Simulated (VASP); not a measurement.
# GaN (R-3m) in VASP: further runs

Runs on GaN. Level: r2SCAN. Tasks: single point.

Program: VASP 6.6.1. These are calculated values, not measurements. Logs are shortened: lines on timing, memory, paths and dates and some standing lists are left out, and cuts for length are marked.

**1. The cell of the first run**

The structure is trigonal, space group R-3m (No. 166). The conventional cell has a = 2.952 Å, b = 2.952 Å, c = 7.327 Å, α = 90.00°, β = 90.00°, γ = 120.00°. Ga (site symmetry -3m) has 6 N at 2.10 Å within 2.8 Å. N (site symmetry -3m) has 6 Ga at 2.10 Å within 2.8 Å.

**2. Single point, r2SCAN (epitaxial 111 strain -1.0%)**

The input, POSCAR:

```
GaN
1.0
    0.0184865924      2.1059166744      2.1059166744
    2.1059166744      0.0184865924      2.1059166744
    2.1059166744      2.1059166744      0.0184865924
Ga N
1 1
Direct
    0.0000000000      0.0000000000      0.0000000000
    0.5000000000      0.5000000000      0.5000000000
```

The input, INCAR.step1:

```
SYSTEM = GaN
  ALGO = Normal
  EDIFF = 1E-4
  ENCUT = 520
  GGA = PE
  ISMEAR = 0
  LASPH = .TRUE.
  LCHARG = .FALSE.
  LREAL = .FALSE.
  LWAVE = .TRUE.
  NBANDS = 16
  NELM = 80
  PREC = Accurate
  SIGMA = 0.01
```

The input, INCAR.step2:

```
SYSTEM = GaN
  ALGO = Normal
  EDIFF = 1E-6
  ENCUT = 520
  ISIF = 2
  ISMEAR = 0
  ISTART = 1
  LASPH = .TRUE.
  LCHARG = .FALSE.
  LMIXTAU = .TRUE.
  LREAL = .FALSE.
  LWAVE = .FALSE.
  METAGGA = R2SCAN
  NBANDS = 16
  NELM = 80
  PREC = Accurate
  SIGMA = 0.01
```

The input, KPOINTS:

```
k-points
0
G
  10 10 10
  0 0 0
```

Potentials or basis: VASP PAW PBE potentials, release 64 (Ga_d, N).

Run with:

```sh
$ cat potpaw_PBE.64/Ga_d/POTCAR potpaw_PBE.64/N/POTCAR > POTCAR
$ cp INCAR.step1 INCAR
$ mpirun -np 1 vasp_std > vasp.out
$ cp INCAR.step2 INCAR
$ mpirun -np 1 vasp_std > vasp.out
```

OUTCAR:

```text
SYSTEM = GaN
   EDIFF = 1E-6
   ENCUT = 520
   ISIF = 2
   ISMEAR = 0
   ISTART = 1
   LASPH = .TRUE.
   LREAL = .FALSE.
   METAGGA = R2SCAN
   NELM = 80
   PREC = Accurate

 ion  position               nearest neighbor table
   1  0.000  0.000  0.000-   2 2.10   2 2.10   2 2.10   2 2.10   2 2.10   2 2.10
   2  0.500  0.500  0.500-   1 2.10   1 2.10   1 2.10   1 2.10   1 2.10   1 2.10

  LATTYP: Found a trigonal (rhomboedric) cell.
 ALAT       =     2.9782732973
 COS(alpha) =     0.5087588038

  Lattice vectors:

 A1 = (   0.0184865924,   2.1059166744,   2.1059166744)
 A2 = (   2.1059166744,   0.0184865924,   2.1059166744)
 A3 = (   2.1059166744,   2.1059166744,   0.0184865924)

Analysis of symmetry for initial positions (statically):
=====================================================================
 Subroutine PRICEL returns:
 Original cell was already a primitive cell.

 Routine SETGRP: Setting up the symmetry group for a
 trigonal (rhombohedral) supercell.

 Subroutine GETGRP returns: Found 12 space group operations
 (whereof 12 operations were pure point group operations)
 out of a pool of 12 trial point group operations.

The static configuration has the point symmetry D_3d.

Analysis of symmetry for dynamics (positions and initial velocities):
=====================================================================
 Subroutine PRICEL returns:
 Original cell was already a primitive cell.

 Routine SETGRP: Setting up the symmetry group for a
 trigonal (rhombohedral) supercell.

 Subroutine GETGRP returns: Found 12 space group operations
 (whereof 12 operations were pure point group operations)
 out of a pool of 12 trial point group operations.

The dynamic configuration has the point symmetry D_3d.

 Subroutine INISYM returns: Found 12 space group operations
 (whereof 12 operations are pure point group operations),
 and found     1 'primitive' translations

----------------------------------------------------------------------------------------

                                     Primitive cell

  volume of cell :      18.4330

  direct lattice vectors                    reciprocal lattice vectors
     0.018486592  2.105916674  2.105916674    -0.240575728  0.238482234  0.238482234
     2.105916674  0.018486592  2.105916674     0.238482234 -0.240575728  0.238482234
     2.105916674  2.105916674  0.018486592     0.238482234  0.238482234 -0.240575728

  length of vectors
     2.978273297  2.978273297  2.978273297     0.414275551  0.414275551  0.414275551

  position of ions in fractional coordinates (direct lattice)
     0.000000000  0.000000000  0.000000000
     0.500000000  0.500000000  0.500000000

  ion indices of the primitive-cell ions
   primitive index   ion index
                 1           1
                 2           2

----------------------------------------------------------------------------------------

 KPOINTS: k-points

Automatic generation of k-mesh.
 Grid dimensions read from file:
 generate k-points for:   10   10   10

 Generating k-lattice:

  Cartesian coordinates                     Fractional coordinates (reciprocal lattice)
    -0.024057573  0.023848223  0.023848223     0.100000000  0.000000000  0.000000000
     0.023848223 -0.024057573  0.023848223     0.000000000  0.100000000  0.000000000
     0.023848223  0.023848223 -0.024057573     0.000000000  0.000000000  0.100000000

  Length of vectors
     0.041427555  0.041427555  0.041427555

  Shift w.r.t. Gamma in fractional coordinates (k-lattice)
     0.000000000  0.000000000  0.000000000

 Subroutine IBZKPT returns following result:
 ===========================================

 Found    116 irreducible k-points:

 Following reciprocal coordinates:
            Coordinates               Weight
  0.000000  0.000000  0.000000      1.000000
  0.100000  0.000000  0.000000      6.000000
  0.200000  0.000000  0.000000      6.000000
  0.300000  0.000000 -0.000000      6.000000
  0.400000  0.000000  0.000000      6.000000
  0.500000  0.000000 -0.000000      3.000000
[... 16 lines left out ...]
  0.300000  0.300000  0.000000      6.000000
  0.400000  0.300000  0.000000     12.000000
 [... further k-points ...]
   k-points           NKPTS =    116   k-points in BZ     NKDIM =    116   number of bands    NBANDS=     16
   number of dos      NEDOS =    301   number of ions     NIONS =      2
   total plane-waves  NPLWV =  13824
   dimension x,y,z NGX =    24 NGY =   24 NGZ =   24
   dimension x,y,z NGXF=    48 NGYF=   48 NGZF=   48
   ions per type =               1   1
   NGX,Y,Z   is equivalent  to a cutoff of  13.40, 13.40, 13.40 a.u.
   NGXF,Y,Z  is equivalent  to a cutoff of  26.79, 26.79, 26.79 a.u.
 SYSTEM =  GaN
   PREC   = accura    normal or accurate (medium, high low for compatibility)
   ISTART =      1    job   : 0-new  1-cont  2-samecut
   ICHARG =      0    charge: 1-file 2-atom 10-const
   ISPIN  =      1    spin polarized calculation?
   LNONCOLLINEAR =      F non collinear calculations
   LSORBIT =      F    spin-orbit coupling
   LASPH  =      T    aspherical Exc in radial PAW
   ENCUT  =  520.0 eV  38.22 Ry    6.18 a.u.   5.54  5.54  5.54*2*pi/ulx,y,z
   NELM   =     80;   NELMIN=  2; NELMDL=  0     # of ELM steps
   EDIFF  = 0.1E-05   stopping-criterion for ELM
   LREAL  =      F    real-space projection
   EDIFFG = 0.1E-04   stopping-criterion for IOM
   NSW    =      0    number of steps for IOM
   IBRION =     -1    ionic relax: 0-MD 1-quasi-New 2-CG
   NFREE  =      0    steps in history (QN), initial steepest desc. (CG)
   ISIF   =      2    stress and relaxation
   ISYM   =      2    0-nonsym 1-usesym 2-fastsym
   POTIM  = 0.5000    time-step for ionic-motion
   TEBEG  =    0.0;   TEEND  =   0.0 temperature during run
   PSTRESS=    0.0 pullay stress
   NELECT =      18.0000    total number of electrons
   NUPDOWN=      -1.0000    fix difference up-down
   EMIN   =  10.00;   EMAX   =-10.00  energy-range for DOS
   EFERMI =   0.00;   METHOD = LEGACY
   ISMEAR =     0;   SIGMA  =   0.01  broadening in eV -4-tet -1-fermi 0-gaus
   EFERMI_NEDOS =   21; number of points for ismear=-14 and -15
   IALGO  =     38    algorithm
   IMIX   =      4    mixing-type and parameters
     AMIX     =   0.40;   BMIX     =  1.00
     AMIX_MAG =   1.60;   BMIX_MAG =  1.00
  volume/ion in A,a.u.               =       9.22        62.20
  Fermi-wavevector in a.u.,A,eV,Ry     =   1.624177  3.069249 35.891492  2.637950
  Thomas-Fermi vector in A             =   2.717506
   LORBIT       =      0    0 simple, 1 ext, 2 COOP (PROOUT), +10 PAW based schemes
   METAGGA = R2SCAN    functional components
   LHFCALC =     F    Hartree Fock is set to
   AEXX    =    0.0000 exact exchange contribution
   IVDW    =     0    specifies the selected vdW correction
   LEPSILON=     F    determine dielectric tensor
   LRPA    =     F    only Hartree local field effects (RPA)
 non-spin polarized calculation
 Gauss-broadening in eV      SIGMA  =   0.01
  energy-cutoff  :      520.00
  volume of cell :       18.43
 maximum number of plane-waves:       531
 NGX is ok and might be reduce to    24
   NGX = 11   NGY = 11   NGZ = 11

 number of electron      18.0000002 magnetization

 Free energy of the ion-electron system (eV)
  ---------------------------------------------------
  ext. energy  EPLUGINS =         0.00000000
  ---------------------------------------------------
  free energy    TOTEN  =       -20.96575322 eV

  energy without entropy =      -20.96575322  energy(sigma->0) =      -20.96575322

 E-fermi :   8.0939     XC(G=0): -14.3294

 val. band max:        7.9694494595   @ k =   0.4000   0.2000   0.2000
 cond. band min:       9.2224677364   @ k =   0.5000   0.5000   0.0000
 fundamental gap:      1.2530182769
 Fermi energy:         8.0939361288

 k-point     1 :       0.0000    0.0000    0.0000
  band No.  band energies     occupation
      1     -10.3484      2.00000
      2      -6.4174      2.00000
      3      -6.4138      2.00000
      4      -6.4138      2.00000
      5      -6.3395      2.00000
      6      -6.3395      2.00000
[... 8 lines left out ...]
     15      25.2704      0.00000
     16      25.2704      0.00000

 k-point     2 :       0.1000    0.0000    0.0000
  band No.  band energies     occupation
      1     -10.1462      2.00000
      2      -6.4232      2.00000
      3      -6.4106      2.00000
      4      -6.4002      2.00000
      5      -6.3574      2.00000
      6      -6.3518      2.00000
[... 8 lines left out ...]
     15      25.0608      0.00000
     16      25.1623      0.00000

 k-point     3 :       0.2000    0.0000    0.0000
  band No.  band energies     occupation
      1      -9.5615      2.00000
      2      -6.4612      2.00000
      3      -6.4426      2.00000
      4      -6.4410      2.00000
      5      -6.3268      2.00000
      6      -6.3213      2.00000
[... 8 lines left out ...]
     15      25.8304      0.00000
     16      26.2143      0.00000

 k-point     4 :       0.3000    0.0000   -0.0000
  band No.  band energies     occupation
      1      -8.6757      2.00000
      2      -6.5413      2.00000
      3      -6.5203      2.00000
      4      -6.4822      2.00000
      5      -6.2585      2.00000
      6      -6.2567      2.00000
[... 8 lines left out ...]
     15      27.7232      0.00000
     16      28.1535      0.00000

 k-point     5 :       0.4000    0.0000    0.0000
  band No.  band energies     occupation
      1      -7.7002      2.00000
      2      -6.6088      2.00000
      3      -6.5849      2.00000
      4      -6.5475      2.00000
      5      -6.2019      2.00000
      6      -6.2015      2.00000
[... 8 lines left out ...]
     15      30.2471      0.00000
     16      30.7112      0.00000

 k-point     6 :       0.5000    0.0000   -0.0000
  band No.  band energies     occupation
      1      -7.1573      2.00000
      2      -6.6467      2.00000
      3      -6.6305      2.00000
      4      -6.6095      2.00000
      5      -6.1808      2.00000
      6      -6.1796      2.00000
[... 8 lines left out ...]
     15      32.5124      0.00000
     16      32.9658      0.00000

 k-point     7 :       0.1000    0.1000    0.0000
  band No.  band energies     occupation
      1     -10.0853      2.00000
      2      -6.4333      2.00000
      3      -6.3988      2.00000
      4      -6.3923      2.00000
      5      -6.3882      2.00000
      6      -6.3286      2.00000
[... 8 lines left out ...]
     15      27.0987      0.00000
     16      27.2914      0.00000

 k-point     8 :       0.2000    0.1000    0.0000
  band No.  band energies     occupation
      1      -9.6471      2.00000
      2      -6.4610      2.00000
      3      -6.4425      2.00000
      4      -6.3965      2.00000
      5      -6.3483      2.00000
      6      -6.3038      2.00000
[... 8 lines left out ...]
     15      27.3680      0.00000
     16      27.9646      0.00000

 k-point     9 :       0.3000    0.1000    0.0000
  band No.  band energies     occupation
      1      -8.9053      2.00000
      2      -6.5233      2.00000
      3      -6.4587      2.00000
      4      -6.4544      2.00000
      5      -6.2670      2.00000
      6      -6.2441      2.00000
[... 8 lines left out ...]
     15      27.6463      0.00000
     16      29.2553      0.00000
[... 172 lines left out ...]
 k-point    19 :       0.5000    0.2000    0.0000
  band No.  band energies     occupation
      1      -7.9836      2.00000
      2      -6.5292      2.00000
      3      -6.4916      2.00000
      4      -6.3455      2.00000
      5      -6.1649      2.00000
      6      -5.3314      2.00000
[... 8 lines left out ...]
     15      31.2025      0.00000
     16      32.9921      0.00000

 k-point    20 :      -0.4000    0.2000   -0.0000
  band No.  band energies     occupation
      1      -7.8377      2.00000
      2      -6.5429      2.00000
      3      -6.5335      2.00000
      4      -6.3608      2.00000
      5      -6.1910      2.00000
      6      -5.2696      2.00000
[... 8 lines left out ...]
     15      30.0755      0.00000
     16      30.3845      0.00000

 k-point    21 :      -0.3000    0.2000    0.0000
  band No.  band energies     occupation
      1      -8.0051      2.00000
      2      -6.5574      2.00000
      3      -6.5254      2.00000
      4      -6.4178      2.00000
      5      -6.2454      2.00000
      6      -5.7117      2.00000
[... 8 lines left out ...]
     15      29.0225      0.00000
     16      30.4598      0.00000

 k-point    22 :      -0.2000    0.2000    0.0000
  band No.  band energies     occupation
      1      -8.5382      2.00000
      2      -6.5378      2.00000
      3      -6.5071      2.00000
      4      -6.4561      2.00000
      5      -6.3014      2.00000
      6      -6.0519      2.00000
[... 8 lines left out ...]
     15      28.2201      0.00000
     16      30.4570      0.00000

 k-point    23 :       0.3000    0.3000    0.0000
  band No.  band energies     occupation
      1      -8.7591      2.00000
      2      -6.5361      2.00000
      3      -6.2653      2.00000
      4      -6.2399      2.00000
      5      -6.2386      2.00000
      6      -5.9292      2.00000
[... 8 lines left out ...]
     15      33.1464      0.00000
     16      35.0570      0.00000

 k-point    24 :       0.4000    0.3000    0.0000
  band No.  band energies     occupation
      1      -8.5389      2.00000
      2      -6.5503      2.00000
      3      -6.2991      2.00000
      4      -6.2284      2.00000
      5      -6.1731      2.00000
      6      -5.3016      2.00000
[... 8 lines left out ...]
     15      34.0528      0.00000
     16      35.8406      0.00000

 [... further k-points ...]

------------------------ aborting loop because EDIFF is reached ----------------------------------------

  FORCE on cell =-STRESS in cart. coord.  units (eV):
  Direction    XX          YY          ZZ          XY          YZ          ZX
  --------------------------------------------------------------------------------------
  -------------------------------------------------------------------------------------
  Total        0.6564828      0.6564828      0.6564828     -0.2457747     -0.2457747     -0.2457747
  in kB       57.0606642     57.0606642     57.0606642    -21.3624324    -21.3624324    -21.3624324
  external PRESSURE =      57.0606642 kB  Pullay stress =       0.0000000 kB

 VOLUME and BASIS-vectors are now :
 -----------------------------------------------------------------------------
  energy-cutoff  :      520.00
  volume of cell :       18.43
      direct lattice vectors                 reciprocal lattice vectors
     0.018486592  2.105916674  2.105916674    -0.240575728  0.238482234  0.238482234
     2.105916674  0.018486592  2.105916674     0.238482234 -0.240575728  0.238482234
     2.105916674  2.105916674  0.018486592     0.238482234  0.238482234 -0.240575728

 POSITION                                       TOTAL-FORCE (eV/Angst)
 -----------------------------------------------------------------------------------
      0.00000      0.00000      0.00000         0.000000     -0.000000     -0.000000
      2.11516      2.11516      2.11516        -0.000000      0.000000      0.000000
 -----------------------------------------------------------------------------------
    total drift:                                0.000000     -0.000000     -0.000000

  FREE ENERGIE OF THE ION-ELECTRON SYSTEM (eV)
  ---------------------------------------------------
  free  energy   TOTEN  =       -20.9657532182 eV

  energy  without entropy=      -20.9657532182  energy(sigma->0) =      -20.96575322
```

It took 51 s on 1 thread of Intel Xeon 6975P-C (Granite Rapids), shared host; peak memory 0.16 GiB.

Results:

| Item | Value |
| --- | --- |
| Free energy | -20.9658 eV |
| Pressure | 5.7 GPa |
| Band gap on the k mesh | 1.25 eV (least direct gap 3.57 eV) |

Stress tensor (GPa, compression positive):
```
 5.71 -2.14 -2.14
-2.14  5.71 -2.14
-2.14 -2.14  5.71
```

Caveat: the cell differs from its parent crystal (epitaxial 111 strain -1.0%); the cell stands under pressure; the PAW data sets were made with another functional, which shifts forces and pressure a little. A k mesh can miss the band edges.

**3. Single point, r2SCAN (epitaxial 111 strain +1.0%)**

The input, POSCAR:

```
GaN
1.0
   -0.0183964846      2.1112039021      2.1112039021
    2.1112039021     -0.0183964846      2.1112039021
    2.1112039021      2.1112039021     -0.0183964846
Ga N
1 1
Direct
    0.0000000000      0.0000000000      0.0000000000
    0.5000000000      0.5000000000      0.5000000000
```

The input, INCAR.step1:

```
SYSTEM = GaN
ALGO = Normal ; EDIFF = 1E-4
ENCUT = 520 ; GGA = PE
ISMEAR = 0 ; LASPH = .TRUE.
LCHARG = .FALSE. ; LREAL = .FALSE.
LWAVE = .TRUE. ; NBANDS = 16
NELM = 60 ; PREC = Accurate
SIGMA = 0.01
```

The input, INCAR.step2:

```
SYSTEM = GaN
ALGO = Normal ; EDIFF = 1E-6
ENCUT = 520 ; ISIF = 2
ISMEAR = 0 ; ISTART = 1
LASPH = .TRUE. ; LCHARG = .FALSE.
LMIXTAU = .TRUE. ; LREAL = .FALSE.
LWAVE = .FALSE. ; METAGGA = R2SCAN
NBANDS = 16 ; NELM = 60
PREC = Accurate ; SIGMA = 0.01
```

KPOINTS is that of step 2.

Potentials or basis: VASP PAW PBE potentials, release 64 (Ga_d, N).

Run with:

```sh
$ cat potpaw_PBE.64/Ga_d/POTCAR potpaw_PBE.64/N/POTCAR > POTCAR
$ cp INCAR.step1 INCAR
$ mpirun -np 1 vasp_std > vasp.out
$ cp INCAR.step2 INCAR
$ mpirun -np 1 vasp_std > vasp.out
```

Run time: 51 s. Hardware: 1 thread of Intel Xeon 6975P-C (Granite Rapids), shared host; peak memory 0.16 GiB.

It converged, with:

| Quantity | Value |
| --- | --- |
| Free energy | -20.9717 eV |
| Pressure | -2.7 GPa |
| Band gap on the k mesh | 1.03 eV (least direct gap 3.07 eV) |

Stress tensor (GPa, compression positive):
```
-2.74  1.97  1.97
 1.97 -2.74  1.97
 1.97  1.97 -2.74
```

Levels at points of the mesh, in eV from the valence-band top:
| k point | band 5 | band 6 | band 7 | band 8 | band 9 | band 10 | band 11 | band 12 | band 13 | band 14 |
| --- | --- | --- | --- | --- | --- | --- | --- | --- | --- | --- |
| (0.00, 0.00, 0.00) | -14.34 | -14.34 | -0.58 | -0.58 | -0.41 | 2.66 | 15.25 | 15.25 | 15.66 | 16.73 |
| (0.50, 0.00, 0.00) | -14.19 | -14.19 | -8.34 | -0.20 | -0.13 | 5.36 | 9.74 | 9.87 | 10.16 | 17.42 |
| (0.50, 0.50, 0.00) | -14.13 | -11.59 | -7.16 | -3.17 | -3.01 | 1.03 | 8.48 | 12.92 | 15.48 | 15.55 |
| (0.50, 0.50, 0.50) | -14.19 | -14.19 | -8.20 | -0.25 | -0.25 | 5.15 | 9.55 | 9.55 | 10.18 | 17.28 |

Caveat: the cell differs from its parent crystal (epitaxial 111 strain +1.0%); the PAW data sets were made with another functional, which shifts forces and pressure a little. A k mesh can miss the band edges.
